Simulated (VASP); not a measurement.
**NbAs: single point with PBE**

Crystal: NbAs.

```xyz
2
Lattice="0.0000 2.6407 2.6407 2.6407 0.0000 2.6407 2.6407 2.6407 0.0000" Properties=species:S:1:pos:R:3 pbc="T T T"
Nb    0.0000    0.0000    0.0000
As    2.6407    2.6407    2.6407
```

```
Program                : VASP 6.6.1
Task                   : single point
Functional             : PBE
Potentials or basis    : VASP PAW PBE potentials, release 64 (Nb_sv, As)
Cutoff                 : 500 eV
k mesh                 : 6 × 6 × 6
Occupations            : gaussian, width 0.2 eV
Spin                   : no spin polarisation
Dipole correction      : no
Further INCAR settings : ALGO = Normal; EDIFF = 1e-06; NBANDS = 16
```

- Pressure: 0.0 GPa
- Band gap on the k mesh: zero (band 9 reaches 10.23 eV, above the bottom of band 10 at 8.63 eV)

Levels at points of the mesh, in eV from the Fermi level:
| k point | band 7 | band 8 | band 9 | band 10 | band 11 | band 12 |
| --- | --- | --- | --- | --- | --- | --- |
| (0.00, 0.00, 0.00) | -1.46 | -1.46 | -0.88 | -0.88 | -0.13 | -0.13 |
| (0.50, 0.00, 0.00) | -4.32 | -4.32 | 0.61 | 0.61 | 1.47 | 3.21 |
| (0.50, 0.50, 0.00) | -3.20 | -2.00 | -2.00 | 0.05 | 1.26 | 1.26 |

It took 26 s on 1 thread of Intel Xeon 8259CL, with other jobs on the host, peak memory 0.15 GiB.
